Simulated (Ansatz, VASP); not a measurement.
# Ga in VASP and in Ansatz

```
CELL_PARAMETERS angstrom
2.31080 -3.87292 0.00000
2.31080 3.87292 0.00000
0.00000 0.00000 4.54631
ATOMIC_POSITIONS crystal
Ga 0.84421 0.15579 0.08394
Ga 0.65579 0.34421 0.58394
Ga 0.15579 0.84421 0.91606
Ga 0.34421 0.65579 0.41606
```

Alike in both runs: task single point; functional PBE; k mesh 2 × 2 × 2; occupations fermi-dirac, width 0.1 eV; no spin polarisation.

|  | VASP | Ansatz |
| --- | --- | --- |
| version | VASP 6.6.1 | Ansatz 0.2.0 |
| potentials or method | VASP PAW PBE potentials, release 64 (Ga_d), cutoff 520 eV | plane waves (420 eV) with PAW, scalar-relativistic |
| valence electrons in the cell | 52 | 52 |

```csv
,VASP,Ansatz,Ansatz less VASP
pressure (GPa),5.0,4.8,-0.14
"traceless stress, the component that is largest in VASP (GPa)",6.72,6.76,+0.031
```

With one functional, cell and mesh, what is left measures potentials, basis and numerics.

The k mesh is coarse, so the values compare programs but aren't converged.
